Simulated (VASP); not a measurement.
# CdTe (I-4m2) in VASP: further runs

The runs below take CdTe through single point, with PBE.

Everything below comes from runs of VASP 6.6.1. Logs are shortened: lines on timing, memory, paths and dates and some standing lists are left out, and cuts for length are marked.

### 1 The cell of the first run

The structure is tetragonal, space group I-4m2 (No. 119). Conventional cell: a = 4.533 Å, b = 4.533 Å, c = 6.314 Å, α = 90.00°, β = 90.00°, γ = 90.00°. Cd (site symmetry -4m2) has 4 Te at 2.76 Å within 3.6 Å. Within 3.6 Å of Te (site symmetry -4m2) lie 4 Cd at 2.76 Å.

### 2 Single point, PBE (strain +0.000 along x and y, -0.015 along z)

File INCAR:

```
SYSTEM = CdTe
PREC     = Accurate       ! precision mode
ENCUT    = 520            ! plane-wave cutoff, eV
EDIFF    = 1E-6           ! SCF threshold, eV
ISMEAR   = 0              ! smearing method
SIGMA    = 0.05           ! smearing width, eV
LREAL    = .FALSE.        ! projectors in reciprocal space
LASPH    = .TRUE.         ! aspherical terms in the spheres
NELM     = 100            ! most SCF steps
ALGO     = Normal         ! electronic algorithm
ISIF     = 2              ! what is computed and relaxed
LWAVE    = .FALSE.        ! write WAVECAR
LCHARG   = .FALSE.        ! write CHGCAR
GGA      = PE             ! functional
NBANDS   = 16             ! bands
```

File KPOINTS:

```
regular mesh
0
G
  8 8 8
  0 0 0
```

File POSCAR:

```
CdTe
1.0
    0.0000000000      3.2050000000      3.1569250000
    3.2050000000      0.0000000000      3.1569250000
    3.2050000000      3.2050000000      0.0000000000
Cd Te
1 1
Direct
    0.0000000000      0.0000000000      0.0000000000
    0.7500000000      0.7500000000      0.7500000000
```

Potentials or basis: VASP PAW PBE potentials, release 64 (Cd, Te).

Launch:

```
cat potpaw_PBE.64/Cd/POTCAR potpaw_PBE.64/Te/POTCAR > POTCAR
mpirun -np 1 vasp_std > vasp.out
```

OUTCAR:

```text
SYSTEM = CdTe
   PREC = Accurate
   ENCUT = 520
   EDIFF = 1E-6
   ISMEAR = 0
   LREAL = .FALSE.
   LASPH = .TRUE.
   NELM = 100
   ISIF = 2
   GGA = PE

 ion  position               nearest neighbor table
   1  0.000  0.000  0.000-   2 2.76   2 2.76   2 2.76   2 2.76
   2  0.750  0.750  0.750-   1 2.76   1 2.76   1 2.76   1 2.76

  LATTYP: Found a body centered tetragonal cell.
 ALAT       =     4.5325544674
 C/A-ratio  =     1.3930003589

  Lattice vectors:

 A1 = (   0.0000000000,  -3.2050000000,  -3.1569250000)
 A2 = (   0.0000000000,   3.2050000000,  -3.1569250000)
 A3 = (   3.2050000000,   0.0000000000,   3.1569250000)

Analysis of symmetry for initial positions (statically):
=====================================================================
 Subroutine PRICEL returns:
 Original cell was already a primitive cell.

 Routine SETGRP: Setting up the symmetry group for a
 body centered tetragonal supercell.

 Subroutine GETGRP returns: Found  8 space group operations
 (whereof  8 operations were pure point group operations)
 out of a pool of 16 trial point group operations.

The static configuration has the point symmetry D_2d.

Analysis of symmetry for dynamics (positions and initial velocities):
=====================================================================
 Subroutine PRICEL returns:
 Original cell was already a primitive cell.

 Routine SETGRP: Setting up the symmetry group for a
 body centered tetragonal supercell.

 Subroutine GETGRP returns: Found  8 space group operations
 (whereof  8 operations were pure point group operations)
 out of a pool of 16 trial point group operations.

The dynamic configuration has the point symmetry D_2d.

 Subroutine INISYM returns: Found  8 space group operations
 (whereof  8 operations are pure point group operations),
 and found     1 'primitive' translations

----------------------------------------------------------------------------------------

                                     Primitive cell

  volume of cell :      64.8560

  direct lattice vectors                    reciprocal lattice vectors
     0.000000000  3.205000000  3.156925000    -0.156006240  0.156006240  0.158381970
     3.205000000  0.000000000  3.156925000     0.156006240 -0.156006240  0.158381970
     3.205000000  3.205000000  0.000000000     0.156006240  0.156006240 -0.158381970

  length of vectors
     4.498688748  4.498688748  4.532554467     0.271589290  0.271589290  0.271589290

  position of ions in fractional coordinates (direct lattice)
     0.000000000  0.000000000  0.000000000
     0.750000000  0.750000000  0.750000000

  ion indices of the primitive-cell ions
   primitive index   ion index
                 1           1
                 2           2

----------------------------------------------------------------------------------------

 KPOINTS: regular mesh

Automatic generation of k-mesh.
 Grid dimensions read from file:
 generate k-points for:    8    8    8

 Generating k-lattice:

  Cartesian coordinates                     Fractional coordinates (reciprocal lattice)
    -0.019500780  0.019500780  0.019797746     0.125000000  0.000000000  0.000000000
     0.019500780 -0.019500780  0.019797746     0.000000000  0.125000000  0.000000000
     0.019500780  0.019500780 -0.019797746     0.000000000  0.000000000  0.125000000

  Length of vectors
     0.033948661  0.033948661  0.033948661

  Shift w.r.t. Gamma in fractional coordinates (k-lattice)
     0.000000000  0.000000000  0.000000000

 Subroutine IBZKPT returns following result:
 ===========================================

 Found     59 irreducible k-points:

 Following reciprocal coordinates:
            Coordinates               Weight
  0.000000  0.000000  0.000000      1.000000
  0.125000  0.000000  0.000000      8.000000
  0.250000  0.000000  0.000000      8.000000
  0.375000  0.000000  0.000000      8.000000
  0.500000  0.000000  0.000000      4.000000
  0.125000  0.125000  0.000000      2.000000
[... 16 lines left out ...]
  0.250000  0.000000  0.125000     16.000000
  0.375000  0.000000  0.125000     16.000000
 [... further k-points ...]
   k-points           NKPTS =     59   k-points in BZ     NKDIM =     59   number of bands    NBANDS=     16
   number of dos      NEDOS =    301   number of ions     NIONS =      2
   total plane-waves  NPLWV =  46656
   dimension x,y,z NGX =    36 NGY =   36 NGZ =   36
   dimension x,y,z NGXF=    72 NGYF=   72 NGZF=   72
   ions per type =               1   1
   NGX,Y,Z   is equivalent  to a cutoff of  13.30, 13.30, 13.20 a.u.
   NGXF,Y,Z  is equivalent  to a cutoff of  26.61, 26.61, 26.41 a.u.
 SYSTEM =  CdTe
   PREC   = accura    normal or accurate (medium, high low for compatibility)
   ISTART =      0    job   : 0-new  1-cont  2-samecut
   ICHARG =      2    charge: 1-file 2-atom 10-const
   ISPIN  =      1    spin polarized calculation?
   LNONCOLLINEAR =      F non collinear calculations
   LSORBIT =      F    spin-orbit coupling
   LASPH  =      T    aspherical Exc in radial PAW
   ENCUT  =  520.0 eV  38.22 Ry    6.18 a.u.   8.36  8.36  8.43*2*pi/ulx,y,z
   NELM   =    100;   NELMIN=  2; NELMDL= -5     # of ELM steps
   EDIFF  = 0.1E-05   stopping-criterion for ELM
   LREAL  =      F    real-space projection
   EDIFFG = 0.1E-04   stopping-criterion for IOM
   NSW    =      0    number of steps for IOM
   IBRION =     -1    ionic relax: 0-MD 1-quasi-New 2-CG
   NFREE  =      0    steps in history (QN), initial steepest desc. (CG)
   ISIF   =      2    stress and relaxation
   ISYM   =      2    0-nonsym 1-usesym 2-fastsym
   POTIM  = 0.5000    time-step for ionic-motion
   TEBEG  =    0.0;   TEEND  =   0.0 temperature during run
   PSTRESS=    0.0 pullay stress
   NELECT =      18.0000    total number of electrons
   NUPDOWN=      -1.0000    fix difference up-down
   EMIN   =  10.00;   EMAX   =-10.00  energy-range for DOS
   EFERMI =   0.00;   METHOD = LEGACY
   ISMEAR =     0;   SIGMA  =   0.05  broadening in eV -4-tet -1-fermi 0-gaus
   EFERMI_NEDOS =   21; number of points for ismear=-14 and -15
   IALGO  =     38    algorithm
   IMIX   =      4    mixing-type and parameters
     AMIX     =   0.40;   BMIX     =  1.00
     AMIX_MAG =   1.60;   BMIX_MAG =  1.00
  volume/ion in A,a.u.               =      32.43       218.84
  Fermi-wavevector in a.u.,A,eV,Ry     =   1.067863  2.017969 15.515152  1.140331
  Thomas-Fermi vector in A             =   2.203493
   LORBIT       =      0    0 simple, 1 ext, 2 COOP (PROOUT), +10 PAW based schemes
   GGA     = PE    functional components
   LHFCALC =     F    Hartree Fock is set to
   AEXX    =    0.0000 exact exchange contribution
   IVDW    =     0    specifies the selected vdW correction
   LEPSILON=     F    determine dielectric tensor
   LRPA    =     F    only Hartree local field effects (RPA)
 non-spin polarized calculation
 Gauss-broadening in eV      SIGMA  =   0.05
  energy-cutoff  :      520.00
  volume of cell :       64.86
 maximum number of plane-waves:      1783
 NGX is ok and might be reduce to    36
   NGX = 17   NGY = 17   NGZ = 17

 number of electron      17.9999998 magnetization

 Free energy of the ion-electron system (eV)
  ---------------------------------------------------
  ext. energy  EPLUGINS =         0.00000000
  ---------------------------------------------------
  free energy    TOTEN  =        -4.69665818 eV

  energy without entropy =       -4.69665818  energy(sigma->0) =       -4.69665818

 E-fermi :   3.0813     XC(G=0):  -8.8005

 val. band max:        2.8333426316   @ k =   0.0000   0.0000   0.0000
 cond. band min:       3.7192058625   @ k =   0.0000   0.0000   0.0000
 fundamental gap:      0.8858632309
 Fermi energy:         3.0812604227

 k-point     1 :       0.0000    0.0000    0.0000
  band No.  band energies     occupation
      1      -8.6614      2.00000
      2      -5.6677      2.00000
      3      -5.6677      2.00000
      4      -5.6640      2.00000
      5      -5.3704      2.00000
      6      -5.3669      2.00000
[... 8 lines left out ...]
     15      12.1328      0.00000
     16      12.3412      0.00000

 k-point     2 :       0.1250    0.0000    0.0000
  band No.  band energies     occupation
      1      -8.5964      2.00000
      2      -5.6551      2.00000
      3      -5.6526      2.00000
      4      -5.6188      2.00000
      5      -5.3712      2.00000
      6      -5.3683      2.00000
[... 8 lines left out ...]
     15      11.4045      0.00000
     16      11.5458      0.00000

 k-point     3 :       0.2500    0.0000    0.0000
  band No.  band energies     occupation
      1      -8.4385      2.00000
      2      -5.6272      2.00000
      3      -5.6240      2.00000
      4      -5.4541      2.00000
      5      -5.3699      2.00000
      6      -5.3686      2.00000
[... 8 lines left out ...]
     15      11.2485      0.00000
     16      11.3229      0.00000

 k-point     4 :       0.3750    0.0000    0.0000
  band No.  band energies     occupation
      1      -8.2818      2.00000
      2      -5.6043      2.00000
      3      -5.6001      2.00000
      4      -5.3641      2.00000
      5      -5.3624      2.00000
      6      -5.1663      2.00000
[... 8 lines left out ...]
     15      12.1051      0.00000
     16      12.1431      0.00000
[... 324 lines left out ...]
 k-point    22 :       0.1250    0.0000    0.1250
  band No.  band energies     occupation
      1      -8.5755      2.00000
      2      -5.6433      2.00000
      3      -5.6387      2.00000
      4      -5.6207      2.00000
      5      -5.3774      2.00000
      6      -5.3628      2.00000
[... 8 lines left out ...]
     15      11.4523      0.00000
     16      12.4152      0.00000

 k-point    23 :       0.2500    0.0000    0.1250
  band No.  band energies     occupation
      1      -8.4491      2.00000
      2      -5.6217      2.00000
      3      -5.6108      2.00000
      4      -5.5050      2.00000
      5      -5.3751      2.00000
      6      -5.3588      2.00000
[... 8 lines left out ...]
     15      12.1237      0.00000
     16      12.2811      0.00000

 k-point    24 :       0.3750    0.0000    0.1250
  band No.  band energies     occupation
      1      -8.2928      2.00000
      2      -5.5998      2.00000
      3      -5.5845      2.00000
      4      -5.3966      2.00000
      5      -5.3557      2.00000
      6      -5.2203      2.00000
[... 8 lines left out ...]
     15      12.0512      0.00000
     16      12.6923      0.00000

 [... further k-points ...]

------------------------ aborting loop because EDIFF is reached ----------------------------------------

  FORCE on cell =-STRESS in cart. coord.  units (eV):
  Direction    XX          YY          ZZ          XY          YZ          ZX
  --------------------------------------------------------------------------------------
  -------------------------------------------------------------------------------------
  Total        2.0970373      2.0970373      2.1686638      0.0000000      0.0000000      0.0000000
  in kB       51.8043719     51.8043719     53.5738050      0.0000000      0.0000000      0.0000000
  external PRESSURE =      52.3941829 kB  Pullay stress =       0.0000000 kB

 VOLUME and BASIS-vectors are now :
 -----------------------------------------------------------------------------
  energy-cutoff  :      520.00
  volume of cell :       64.86
      direct lattice vectors                 reciprocal lattice vectors
     0.000000000  3.205000000  3.156925000    -0.156006240  0.156006240  0.158381970
     3.205000000  0.000000000  3.156925000     0.156006240 -0.156006240  0.158381970
     3.205000000  3.205000000  0.000000000     0.156006240  0.156006240 -0.158381970

 POSITION                                       TOTAL-FORCE (eV/Angst)
 -----------------------------------------------------------------------------------
      0.00000      0.00000      0.00000        -0.000000     -0.000000     -0.000000
      4.80750      4.80750      4.73539         0.000000      0.000000      0.000000
 -----------------------------------------------------------------------------------
    total drift:                                0.000000      0.000000      0.000000

  FREE ENERGIE OF THE ION-ELECTRON SYSTEM (eV)
  ---------------------------------------------------
  free  energy   TOTEN  =        -4.6966581789 eV

  energy  without entropy=       -4.6966581789  energy(sigma->0) =       -4.69665818
```

Wall time 54 s (1 thread of Intel Xeon Platinum 8259CL at 2.50GHz (Skylake/Cascade Lake), shared host); peak memory 0.24 GiB.

What came out:

```
Free energy            : -4.6967 eV
Pressure               : 5.2 GPa
Band gap on the k mesh : 0.89 eV, direct
```

Stress tensor (GPa, compression positive):
```
5.18 0.00 0.00
0.00 5.18 0.00
0.00 0.00 5.36
```

Caveat: the cell differs from its parent crystal (strain +0.000 along x and y, -0.015 along z); spin-orbit coupling is left out, which moves the levels of the heavy elements.

### 3 Single point, PBE (strain -0.015 along x and y, +0.015 along z)

File INCAR:

```
SYSTEM = CdTe
  ALGO = Normal
  EDIFF = 1E-6
  ENCUT = 520
  GGA = PE
  ISIF = 2
  ISMEAR = 0
  LASPH = .True.
  LCHARG = .True.
  LELF = .True.
  LREAL = .False.
  LVHAR = .True.
  LWAVE = .False.
  NBANDS = 16
  NELM = 80
  PREC = Accurate
  SIGMA = 0.05
```

File KPOINTS:

```
k-points
0
Gamma
  8 8 8
  0 0 0
```

File POSCAR:

```
CdTe
1.0
    0.0000000000      3.1569250000      3.2530750000
    3.1569250000      0.0000000000      3.2530750000
    3.1569250000      3.1569250000      0.0000000000
Cd Te
1 1
Direct
    0.0000000000      0.0000000000      0.0000000000
    0.7500000000      0.7500000000      0.7500000000
```

Potentials or basis: VASP PAW PBE potentials, release 64 (Cd, Te).

Launch:

```
cat potpaw_PBE.64/Cd/POTCAR potpaw_PBE.64/Te/POTCAR > POTCAR
mpirun -np 1 vasp_std > vasp.out
```

Run time: 53 s. Hardware: 1 thread of Intel Xeon Platinum 8259CL at 2.50GHz (Skylake/Cascade Lake), shared host; peak memory 0.24 GiB.

The run converged. Its results:

```yaml
Free_energy: -4.6950 eV
Pressure: 5.2 GPa
Band_gap_on_the_k_mesh: 0.88 eV, direct
```

Stress tensor (GPa, compression positive):
```
5.37 0.00 0.00
0.00 5.37 0.00
0.00 0.00 4.97
```

Levels at points of the mesh, in eV from the valence-band top:
```csv
k point,band 6,band 7,band 8,band 9,band 10,band 11,band 12,band 13
"(0.00, 0.00, 0.00)",-8.20,-0.11,0.00,0.00,0.88,4.53,4.53,4.54
"(0.50, 0.00, 0.00)",-7.81,-4.74,-0.96,-0.81,1.82,5.05,5.22,7.07
"(0.50, 0.50, 0.00)",-7.69,-4.68,-1.98,-1.98,2.55,2.77,8.92,9.34
"(0.50, 0.00, 0.50)",-7.64,-4.53,-2.14,-2.09,2.42,2.54,9.14,9.20
```

Caveat: the cell differs from its parent crystal (strain -0.015 along x and y, +0.015 along z); spin-orbit coupling is left out, which moves the levels of the heavy elements.
